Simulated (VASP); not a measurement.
Input of a VASP 6.6.1 run:

Contents of INCAR:

```
SYSTEM = BiTe
ALGO     = Normal         ! electronic algorithm
EDIFF    = 1E-6           ! SCF threshold, eV
ENCUT    = 520            ! plane-wave cutoff, eV
GGA      = PE             ! functional
ISIF     = 2              ! what is computed and relaxed
ISMEAR   = 0              ! smearing method
LASPH    = .TRUE.         ! aspherical terms in the spheres
LCHARG   = .FALSE.        ! write CHGCAR
LREAL    = .FALSE.        ! projectors in reciprocal space
LWAVE    = .FALSE.        ! write WAVECAR
NBANDS   = 18             ! bands
NELM     = 80             ! most SCF steps
PREC     = Accurate       ! precision mode
SIGMA    = 0.15           ! smearing width, eV
```

KPOINTS

```
k-points
0
G
  12 12 12
  0 0 0
```

Contents of POSCAR:

```
BiTe
1.0
    2.4590483894      1.4197322496      3.4168107131
   -2.4590483894      1.4197322496      3.4168107131
    0.0000000000     -2.8394644991      3.4168107131
Bi Te
1 1
Direct
    0.5000000000      0.5000000000      0.5000000000
    0.0000000000      0.0000000000      0.0000000000
```

Potentials or basis: VASP PAW PBE potentials, release 64 (Bi_d, Te).

Run with:

```bash
$ cat potpaw_PBE.64/Bi_d/POTCAR potpaw_PBE.64/Te/POTCAR > POTCAR
$ mpirun -np 1 vasp_std > vasp.out
```

Problem. What does it give for the pressure?

Solution. -2.4 GPa.

Stress tensor (GPa, compression positive):
```
-2.63  0.00  0.00
 0.00 -2.63  0.00
 0.00  0.00 -2.08
```

Caveat: the cell differs from its parent crystal (strain +0.015 along x and y, +0.030 along z).
